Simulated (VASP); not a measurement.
# C (R-3m) in VASP: notebook

The runs below take C through single point, with LDA.

All numbers are computed with VASP 6.6.1; they aren't measurements. Logs are shortened: lines on timing, memory, paths and dates and some standing lists are left out, and cuts for length are marked.

## 1. The cell of the first run

The structure is trigonal, space group R-3m (No. 166). The conventional cell has a = 2.517 Å, b = 2.517 Å, c = 9.539 Å, α = 90.00°, β = 90.00°, γ = 120.00°. C (site symmetry 3m) has 3 C at 1.45 Å within 1.9 Å.

## 2. Single point, LDA (strain +0.025 along x and y, -0.050 along z)

The input, INCAR:

```
SYSTEM = C
PREC = Accurate
ENCUT = 520
EDIFF = 1E-7
ISMEAR = 0
SIGMA = 0.05
LREAL = .FALSE.
LASPH = .TRUE.
NELM = 60
ALGO = Normal
ISIF = 2
LWAVE = .FALSE.
LCHARG = .FALSE.
GGA = CA
NBANDS = 11
```

The input, KPOINTS:

```
Automatic mesh
0
G
  12 12 12
  0 0 0
```

The input, POSCAR:

```
C
1.0
    1.2587270051      0.7267263753      3.1796602974
   -1.2587270051      0.7267263753      3.1796602974
    0.0000000000     -1.4534527505      3.1796602974
C
2
Direct
    0.1640000000      0.1640000000      0.1640000000
    0.8360000000      0.8360000000      0.8360000000
```

Potentials or basis: VASP PAW LDA potentials, release 64 (C).

The run is started by

```console
> cat potpaw_LDA.64/C/POTCAR > POTCAR
> mpirun -np 1 vasp_std > vasp.out
```

OUTCAR:

```text
SYSTEM = C
   PREC = Accurate
   ENCUT = 520
   EDIFF = 1E-7
   ISMEAR = 0
   LREAL = .FALSE.
   LASPH = .TRUE.
   NELM = 60
   ISIF = 2
   GGA = CA

 ion  position               nearest neighbor table
   1  0.164  0.164  0.164-   2 1.45   2 1.45   2 1.45
   2  0.836  0.836  0.836-   1 1.45   1 1.45   1 1.45

  LATTYP: Found a trigonal (rhomboedric) cell.
 ALAT       =     3.4961070500
 COS(alpha) =     0.7407470834

  Lattice vectors:

 A1 = (   1.2587270051,   0.7267263753,   3.1796602974)
 A2 = (  -1.2587270051,   0.7267263753,   3.1796602974)
 A3 = (   0.0000000000,  -1.4534527505,   3.1796602974)

Analysis of symmetry for initial positions (statically):
=====================================================================
 Subroutine PRICEL returns:
 Original cell was already a primitive cell.

 Routine SETGRP: Setting up the symmetry group for a
 trigonal (rhombohedral) supercell.

 Subroutine GETGRP returns: Found 12 space group operations
 (whereof 12 operations were pure point group operations)
 out of a pool of 12 trial point group operations.

The static configuration has the point symmetry D_3d.

Analysis of symmetry for dynamics (positions and initial velocities):
=====================================================================
 Subroutine PRICEL returns:
 Original cell was already a primitive cell.

 Routine SETGRP: Setting up the symmetry group for a
 trigonal (rhombohedral) supercell.

 Subroutine GETGRP returns: Found 12 space group operations
 (whereof 12 operations were pure point group operations)
 out of a pool of 12 trial point group operations.

The dynamic configuration has the point symmetry D_3d.

 Subroutine INISYM returns: Found 12 space group operations
 (whereof 12 operations are pure point group operations),
 and found     1 'primitive' translations

----------------------------------------------------------------------------------------

                                     Primitive cell

  volume of cell :      17.4516

  direct lattice vectors                    reciprocal lattice vectors
     1.258727005  0.726726375  3.179660297     0.397226720  0.229338954  0.104833002
    -1.258727005  0.726726375  3.179660297    -0.397226720  0.229338954  0.104833002
     0.000000000 -1.453452750  3.179660297     0.000000000 -0.458677908  0.104833002

  length of vectors
     3.496107050  3.496107050  3.496107050     0.470505453  0.470505453  0.470505453

  position of ions in fractional coordinates (direct lattice)
     0.164000000  0.164000000  0.164000000
     0.836000000  0.836000000  0.836000000

  ion indices of the primitive-cell ions
   primitive index   ion index
                 1           1
                 2           2

----------------------------------------------------------------------------------------

 KPOINTS: Automatic mesh

Automatic generation of k-mesh.
 Grid dimensions read from file:
 generate k-points for:   12   12   12

 Generating k-lattice:

  Cartesian coordinates                     Fractional coordinates (reciprocal lattice)
     0.033102227  0.019111579  0.008736083     0.083333333  0.000000000 -0.000000000
    -0.033102227  0.019111579  0.008736083     0.000000000  0.083333333 -0.000000000
     0.000000000 -0.038223159  0.008736083     0.000000000  0.000000000  0.083333333

  Length of vectors
     0.039208788  0.039208788  0.039208788

  Shift w.r.t. Gamma in fractional coordinates (k-lattice)
     0.000000000  0.000000000  0.000000000

 Subroutine IBZKPT returns following result:
 ===========================================

 Found    189 irreducible k-points:

 Following reciprocal coordinates:
            Coordinates               Weight
  0.000000  0.000000  0.000000      1.000000
  0.083333  0.000000  0.000000      6.000000
  0.166667 -0.000000 -0.000000      6.000000
  0.250000 -0.000000  0.000000      6.000000
  0.333333  0.000000  0.000000      6.000000
  0.416667  0.000000  0.000000      6.000000
[... 16 lines left out ...]
  0.500000  0.166667  0.000000     12.000000
 -0.416667  0.166667 -0.000000     12.000000
 [... further k-points ...]
   k-points           NKPTS =    189   k-points in BZ     NKDIM =    189   number of bands    NBANDS=     11
   number of dos      NEDOS =    301   number of ions     NIONS =      2
   total plane-waves  NPLWV =  21952
   dimension x,y,z NGX =    28 NGY =   28 NGZ =   28
   dimension x,y,z NGXF=    56 NGYF=   56 NGZF=   56
   ions per type =               2
   NGX,Y,Z   is equivalent  to a cutoff of  13.31, 13.31, 13.31 a.u.
   NGXF,Y,Z  is equivalent  to a cutoff of  26.63, 26.63, 26.63 a.u.
 SYSTEM =  C
   PREC   = accura    normal or accurate (medium, high low for compatibility)
   ISTART =      0    job   : 0-new  1-cont  2-samecut
   ICHARG =      2    charge: 1-file 2-atom 10-const
   ISPIN  =      1    spin polarized calculation?
   LNONCOLLINEAR =      F non collinear calculations
   LSORBIT =      F    spin-orbit coupling
   LASPH  =      T    aspherical Exc in radial PAW
   ENCUT  =  520.0 eV  38.22 Ry    6.18 a.u.   6.50  6.50  6.50*2*pi/ulx,y,z
   NELM   =     60;   NELMIN=  2; NELMDL= -5     # of ELM steps
   EDIFF  = 0.1E-06   stopping-criterion for ELM
   LREAL  =      F    real-space projection
   EDIFFG = 0.1E-05   stopping-criterion for IOM
   NSW    =      0    number of steps for IOM
   IBRION =     -1    ionic relax: 0-MD 1-quasi-New 2-CG
   NFREE  =      0    steps in history (QN), initial steepest desc. (CG)
   ISIF   =      2    stress and relaxation
   ISYM   =      2    0-nonsym 1-usesym 2-fastsym
   POTIM  = 0.5000    time-step for ionic-motion
   TEBEG  =    0.0;   TEEND  =   0.0 temperature during run
   PSTRESS=    0.0 pullay stress
   NELECT =       8.0000    total number of electrons
   NUPDOWN=      -1.0000    fix difference up-down
   EMIN   =  10.00;   EMAX   =-10.00  energy-range for DOS
   EFERMI =   0.00;   METHOD = LEGACY
   ISMEAR =     0;   SIGMA  =   0.05  broadening in eV -4-tet -1-fermi 0-gaus
   EFERMI_NEDOS =   21; number of points for ismear=-14 and -15
   IALGO  =     38    algorithm
   IMIX   =      4    mixing-type and parameters
     AMIX     =   0.40;   BMIX     =  1.00
     AMIX_MAG =   1.60;   BMIX_MAG =  1.00
  volume/ion in A,a.u.               =       8.73        58.88
  Fermi-wavevector in a.u.,A,eV,Ry     =   1.262293  2.385387 21.679284  1.593382
  Thomas-Fermi vector in A             =   2.395708
   LORBIT       =      0    0 simple, 1 ext, 2 COOP (PROOUT), +10 PAW based schemes
   GGA     = CA    functional components
   LHFCALC =     F    Hartree Fock is set to
   AEXX    =    0.0000 exact exchange contribution
   IVDW    =     0    specifies the selected vdW correction
   LEPSILON=     F    determine dielectric tensor
   LRPA    =     F    only Hartree local field effects (RPA)
 non-spin polarized calculation
 Gauss-broadening in eV      SIGMA  =   0.05
  energy-cutoff  :      520.00
  volume of cell :       17.45
 maximum number of plane-waves:       485
 NGX is ok and might be reduce to    28
   NGX = 13   NGY = 13   NGZ = 13

 number of electron       8.0000000 magnetization

 Free energy of the ion-electron system (eV)
  ---------------------------------------------------
  ext. energy  EPLUGINS =         0.00000000
  ---------------------------------------------------
  free energy    TOTEN  =       -20.09445455 eV

  energy without entropy =      -20.09445455  energy(sigma->0) =      -20.09445455

 E-fermi :   4.3616     XC(G=0): -10.9652

 val. band max:        4.1303331103   @ k =  -0.3333   0.3333   0.0000
 cond. band min:       5.1632536301   @ k =  -0.3333   0.3333   0.0000
 fundamental gap:      1.0329205198
 Fermi energy:         4.3616103289

 k-point     1 :       0.0000    0.0000    0.0000
  band No.  band energies     occupation
      1     -14.3495      2.00000
      2      -1.0598      2.00000
      3       1.6983      2.00000
      4       1.6983      2.00000
      5       9.2689      0.00000
      6      12.5961      0.00000
      7      12.5961      0.00000
      8      15.1752      0.00000
      9      16.2632      0.00000
     10      26.3497      0.00000
     11      31.0154      0.00000

 k-point     2 :       0.0833    0.0000    0.0000
  band No.  band energies     occupation
      1     -14.1866      2.00000
      2      -0.9121      2.00000
      3       1.0784      2.00000
      4       1.3856      2.00000
      5       9.4933      0.00000
      6      12.6593      0.00000
      7      13.2398      0.00000
      8      14.6717      0.00000
      9      16.5596      0.00000
     10      26.8342      0.00000
     11      28.6793      0.00000

 k-point     3 :       0.1667   -0.0000   -0.0000
  band No.  band energies     occupation
      1     -13.6999      2.00000
      2      -0.5553      2.00000
      3      -0.4018      2.00000
      4       0.6502      2.00000
      5      10.1335      0.00000
      6      12.5829      0.00000
      7      13.3978      0.00000
      8      14.9459      0.00000
      9      17.4905      0.00000
     10      25.8199      0.00000
     11      27.4887      0.00000

 k-point     4 :       0.2500   -0.0000    0.0000
  band No.  band energies     occupation
      1     -12.8967      2.00000
      2      -2.5119      2.00000
      3      -0.1699      2.00000
      4       0.2678      2.00000
      5      10.6341      0.00000
      6      12.0459      0.00000
      7      12.4777      0.00000
      8      17.2948      0.00000
      9      18.7484      0.00000
     10      23.7218      0.00000
     11      25.8869      0.00000
[... 239 lines left out ...]
 k-point    22 :       0.4167    0.1667    0.0000
  band No.  band energies     occupation
      1     -11.2534      2.00000
      2      -4.5444      2.00000
      3      -2.4490      2.00000
      4       1.1919      2.00000
      5       8.7822      0.00000
      6      14.2269      0.00000
      7      14.6948      0.00000
      8      16.6253      0.00000
      9      19.5297      0.00000
     10      22.9786      0.00000
     11      25.8720      0.00000

 k-point    23 :       0.5000    0.1667    0.0000
  band No.  band energies     occupation
      1      -9.9026      2.00000
      2      -6.4118      2.00000
      3      -2.9882      2.00000
      4       2.3815      2.00000
      5       7.2380      0.00000
      6      14.3488      0.00000
      7      15.4943      0.00000
      8      17.4964      0.00000
      9      19.4822      0.00000
     10      22.8023      0.00000
     11      26.1711      0.00000

 k-point    24 :      -0.4167    0.1667   -0.0000
  band No.  band energies     occupation
      1      -8.7882      2.00000
      2      -7.7215      2.00000
      3      -3.1674      2.00000
      4       3.4302      2.00000
      5       6.1430      0.00000
      6      14.2702      0.00000
      7      15.8182      0.00000
      8      16.8428      0.00000
      9      20.0256      0.00000
     10      23.2217      0.00000
     11      26.6005      0.00000

 [... further k-points ...]
[... 5 lines left out ...]
  --------------------------------------------------------------------------------------
  -------------------------------------------------------------------------------------
  Total       -3.7007847     -3.7007847      0.1188100      0.0000000      0.0000000     -0.0000000
  in kB     -339.7582097   -339.7582097     10.9076022      0.0000000      0.0000000     -0.0000000
  external PRESSURE =    -222.8696057 kB  Pullay stress =       0.0000000 kB

 VOLUME and BASIS-vectors are now :
 -----------------------------------------------------------------------------
  energy-cutoff  :      520.00
  volume of cell :       17.45
      direct lattice vectors                 reciprocal lattice vectors
     1.258727005  0.726726375  3.179660297     0.397226720  0.229338954  0.104833002
    -1.258727005  0.726726375  3.179660297    -0.397226720  0.229338954  0.104833002
     0.000000000 -1.453452750  3.179660297     0.000000000 -0.458677908  0.104833002

 POSITION                                       TOTAL-FORCE (eV/Angst)
 -----------------------------------------------------------------------------------
      0.00000      0.00000      1.56439         0.000000      0.000000      0.812743
      0.00000      0.00000      7.97459         0.000000     -0.000000     -0.812743
 -----------------------------------------------------------------------------------
    total drift:                                0.000000     -0.000000      0.000000

  FREE ENERGIE OF THE ION-ELECTRON SYSTEM (eV)
  ---------------------------------------------------
  free  energy   TOTEN  =       -20.0944545531 eV

  energy  without entropy=      -20.0944545531  energy(sigma->0) =      -20.09445455
```

It took 22 s on 1 thread of Intel Xeon 6975P-C (Granite Rapids), shared host; peak memory 0.14 GiB.

Results:

```
Free energy            : -20.0945 eV
Pressure               : -22.3 GPa
Largest force          : 0.813 eV/Å
Band gap on the k mesh : 1.03 eV, direct
```

Forces on the atoms (eV/Å):
```
C    0.000  0.000  0.813
C    0.000  0.000 -0.813
```

Stress tensor (GPa, compression positive):
```
-33.98   0.00   0.00
  0.00 -33.98   0.00
  0.00   0.00   1.09
```

Levels at points of the mesh, in eV from the valence-band top:
| k point | band 2 | band 3 | band 4 | band 5 | band 6 | band 7 |
| --- | --- | --- | --- | --- | --- | --- |
| (0.00, 0.00, 0.00) | -5.19 | -2.43 | -2.43 | 5.14 | 8.47 | 8.47 |
| (0.50, 0.00, 0.00) | -12.25 | -5.58 | -1.11 | 2.37 | 7.72 | 12.58 |
| (0.50, 0.50, 0.00) | -12.11 | -5.68 | -2.26 | 1.76 | 7.11 | 13.29 |
| (0.50, 0.50, 0.50) | -7.91 | -2.47 | -2.47 | 8.40 | 8.40 | 11.28 |

Caveat: the cell differs from its parent crystal (strain +0.025 along x and y, -0.050 along z). A k mesh can miss the band edges.

## 3. Single point, LDA (strain +0.050 along x and y, -0.050 along z)

The input, INCAR:

```
SYSTEM = C
ALGO = Normal ; EDIFF = 1E-7
ENCUT = 520 ; GGA = CA
ISIF = 2 ; ISMEAR = 0
LASPH = .TRUE. ; LCHARG = .FALSE.
LREAL = .FALSE. ; LWAVE = .FALSE.
NBANDS = 11 ; NELM = 100
PREC = Accurate ; SIGMA = 0.05
```

The input, KPOINTS:

```
k-points
0
G
  12 12 12
  0 0 0
```

The input, POSCAR:

```
C
1.0
    1.2894276638      0.7444514088      3.1796602974
   -1.2894276638      0.7444514088      3.1796602974
    0.0000000000     -1.4889028176      3.1796602974
C
2
Direct
    0.1640000000      0.1640000000      0.1640000000
    0.8360000000      0.8360000000      0.8360000000
```

Potentials or basis: VASP PAW LDA potentials, release 64 (C).

The run is started by

```console
> cat potpaw_LDA.64/C/POTCAR > POTCAR
> mpirun -np 1 vasp_std > vasp.out
```

Wall time 21 s (1 thread of Intel Xeon 6975P-C (Granite Rapids), shared host); peak memory 0.14 GiB.

It converged, with:

- Free energy: -19.8491 eV
- Pressure: -37.3 GPa
- Largest force: 0.788 eV/Å
- Band gap on the k mesh: 0.98 eV, indirect (least direct gap 1.05 eV)

Forces in eV/Å, atoms in the order of the input:
```
C    0.000  0.000  0.788
C    0.000  0.000 -0.788
```

Stress tensor (GPa, compression positive):
```
-56.58   0.00   0.00
  0.00 -56.58   0.00
  0.00   0.00   1.18
```

Levels at points of the mesh, in eV from the valence-band top:
```tsv
k point	band 2	band 3	band 4	band 5	band 6	band 7
(0.00, 0.00, 0.00)	-4.77	-2.50	-2.50	5.35	7.96	7.96
(0.50, 0.00, 0.00)	-11.88	-5.44	-1.03	2.25	6.98	12.28
(0.50, 0.50, 0.00)	-11.74	-5.55	-2.20	1.68	6.37	12.95
(0.50, 0.50, 0.50)	-7.54	-2.55	-2.55	7.89	7.89	10.23
```

Caveat: the cell differs from its parent crystal (strain +0.050 along x and y, -0.050 along z).

## 4. Single point, LDA (strain +0.025 along x and y, +0.000 along z)

The input, INCAR:

```
PREC = Accurate
ENCUT = 520
EDIFF = 1E-6
ISMEAR = 0
SIGMA = 0.05
LREAL = F
LASPH = T
NELM = 60
ALGO = Normal
ISIF = 2
LWAVE = F
LCHARG = F
NBANDS = 11
```

The input, KPOINTS:

```
Automatic mesh
0
Gamma
  12 12 12
```

The input, POSCAR:

```
C
1.0
    1.2587270051      0.7267263753      3.3470108394
   -1.2587270051      0.7267263753      3.3470108394
    0.0000000000     -1.4534527505      3.3470108394
C
2
Direct
    0.1640000000      0.1640000000      0.1640000000
    0.8360000000      0.8360000000      0.8360000000
```

The run is started by

```console
> cat potpaw_LDA.64/C/POTCAR > POTCAR
> mpirun -np 1 vasp_std > vasp.out
```

It took 27 s on 1 thread of Intel Xeon 6975P-C (Granite Rapids), shared host; peak memory 0.15 GiB.

It converged, with:

```
Free energy            : -20.0950 eV
Pressure               : -21.7 GPa
Largest force          : 0.887 eV/Å
Band gap on the k mesh : 0.79 eV, direct
```

Forces in eV/Å, atoms in the order of the input:
```
C    0.000  0.000  0.887
C    0.000  0.000 -0.887
```

Stress tensor (GPa, compression positive):
```
-32.15   0.00   0.00
  0.00 -32.15   0.00
  0.00   0.00  -0.90
```

Levels at points of the mesh, in eV from the valence-band top:
```
           k point  band 1  band 2  band 3  band 4  band 5  band 6  band 7  band 8
(0.00, 0.00, 0.00)  -18.54   -5.66   -2.58   -2.58    4.49    8.32    8.32   10.96
(0.50, 0.00, 0.00)  -13.44  -12.36   -5.74   -1.38    2.19    7.49   12.13   12.27
(0.50, 0.50, 0.00)  -13.31  -12.26   -5.80   -2.25    1.69    7.07   12.72   15.28
(0.50, 0.50, 0.50)  -18.20   -7.80   -2.60   -2.60    8.27    8.27   10.80   11.06
```

Caveat: the cell differs from its parent crystal (strain +0.025 along x and y, +0.000 along z).

(Continued in part 2 of 3.)
